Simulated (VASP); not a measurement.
A run of VASP 6.6.1:

INCAR

```
PREC = Accurate
ENCUT = 520
EDIFF = 1E-6
ISMEAR = 0
SIGMA = 0.1
LREAL = F
LASPH = T
NELM = 80
ALGO = Normal
ISIF = 2
LWAVE = F
LCHARG = F
GGA = PE
NBANDS = 19
```

KPOINTS

```
Automatic mesh
0
Gamma
  6 6 4
```

Contents of POSCAR:

```
Na3H
1.0
    6.1913527728      0.0000000041      0.0000000000
   -3.0956763899      5.3618687830      0.0000000000
    0.0000000000      0.0000000000      3.4531314714
Na H
3 1
Direct
    0.5000000000      0.0000000000      0.0000000000
    0.0000000000      0.5000000000      0.0000000000
    0.5000000000      0.5000000000      0.0000000000
    0.0000000000      0.0000000000      0.0000000000
```

Potentials or basis: VASP PAW PBE potentials, release 64 (Na_pv, H).

The run is started by

```console
$ cat potpaw_PBE.64/Na_pv/POTCAR potpaw_PBE.64/H/POTCAR > POTCAR
$ mpirun -np 1 vasp_std > vasp.out
```

Hardware: 1 thread of Intel(R) Xeon(R) 6975P-C (Granite Rapids), on a shared host.

Q: How long does it take, and how much memory?

A: Wall time 26 s on 1 thread of Intel(R) Xeon(R) 6975P-C (Granite Rapids), on a shared host, peak memory 0.24 GiB. Counts: scf iterations 14, k points 21.
